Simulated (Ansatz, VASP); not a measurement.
**Si2W: VASP beside Ansatz**

```xyz
3
Lattice="-1.6147 1.6147 3.9339 1.6147 -1.6147 3.9339 1.6147 1.6147 -3.9339" Properties=species:S:1:pos:R:3 pbc="T T T"
Si    0.0000    0.0000    2.6323
Si    0.0000    0.0000    5.2355
W     0.0000    0.0000    0.0000
```

Alike in both runs: functional PBE; k mesh 18 × 18 × 18; occupations gaussian, width 0.1 eV; no spin polarisation.

Ansatz relaxed the structure, and its values are those at the end. VASP's run is a single point on that final structure, the one shown.

|  | VASP | Ansatz |
| --- | --- | --- |
| version | VASP 6.6.1 | Ansatz 0.2.0 |
| potentials or method | VASP PAW PBE potentials, release 64 (Si, W_sv), cutoff 500 eV | scalar-relativistic, plane waves, PAW |
| valence electrons in the cell | 22 | 22 |

```tsv
	VASP	Ansatz	Ansatz less VASP
gap on the k mesh at the Fermi level (eV)	none	none	-
pressure (GPa)	0.0	0.0	0.00
```

A gap of «none» marks a metal or a gap that the smearing closes.

Neither program's run includes spin-orbit coupling.
